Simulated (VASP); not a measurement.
Write the native input for VASP 6.6.1 that does the following.

```
Task                               : single point
Functional                         : r2SCANh
Potentials or basis                : VASP PAW PBE potentials, release 64 (Pd_sv_GW)
Cutoff                             : 510 eV
k mesh                             : 6 × 6 × 6
Occupations                        : fermi-dirac, width 0.05 eV
Spin                               : no spin polarisation
Dipole correction                  : no
Grid for exact exchange (PRECFOCK) : Normal
Further INCAR settings             : ALGO = Normal; EDIFF = 1e-06; NBANDS = 15
Share of exact exchange            : 0.1
```

Pd:

```
Pd
1.0
     0.00000    1.94650    1.94650
     1.94650    0.00000    1.94650
     1.94650    1.94650    0.00000
Pd
1
Direct
  0.00000 0.00000 0.00000
```

The input as run:

POSCAR

```
Pd
1.0
    0.0000000000      1.9465000000      1.9465000000
    1.9465000000      0.0000000000      1.9465000000
    1.9465000000      1.9465000000      0.0000000000
Pd
1
Direct
    0.0000000000      0.0000000000      0.0000000000
```

INCAR.step1

```
SYSTEM = Pd
ALGO = Normal ; EDIFF = 1E-5
ENCUT = 510 ; GGA = PE
GGA_COMPAT = .False. ; ISIF = 2
ISMEAR = -1 ; LASPH = .True.
LCHARG = .False. ; LREAL = .False.
LWAVE = .True. ; NBANDS = 15
NELM = 120 ; PREC = Accurate
SIGMA = 0.05
```

INCAR.step2

```
SYSTEM = Pd
AEXX = 0.1 ; ALGO = Normal
EDIFF = 1E-6 ; ENCUT = 510
GGA_COMPAT = .False. ; ISIF = 2
ISMEAR = -1 ; ISTART = 1
LASPH = .True. ; LCHARG = .False.
LHFCALC = .True. ; LMIXTAU = .True.
LREAL = .False. ; LWAVE = .False.
METAGGA = R2SCAN ; NBANDS = 15
NELM = 120 ; PREC = Accurate
PRECFOCK = Normal ; SIGMA = 0.05
```

KPOINTS

```
k-points
0
Gamma
  6 6 6
  0 0 0
```

Potentials or basis: VASP PAW PBE potentials, release 64 (Pd_sv_GW).

Launch:

```sh
$ cat potpaw_PBE.64/Pd_sv_GW/POTCAR > POTCAR
$ cp INCAR.step1 INCAR
$ mpirun -np 1 vasp_std > vasp.out
$ cp INCAR.step2 INCAR
$ mpirun -np 1 vasp_std > vasp.out
```

Results of the run:

| Quantity | Value |
| --- | --- |
| Pressure | -3.8 GPa |
| Band gap on the k mesh | zero (bands 9 and 10 overlap by 2.21 eV) |

Caveat: the k points lie up to 0.47 Å⁻¹ apart, too coarse for converged energies and pressures of a metal; the PAW data sets were made with another functional, which shifts forces and pressure a little.

Run time: 17 min on 1 thread of AMD EPYC 7R13 Processor (Zen 3), on a shared host, peak memory 0.12 GiB.
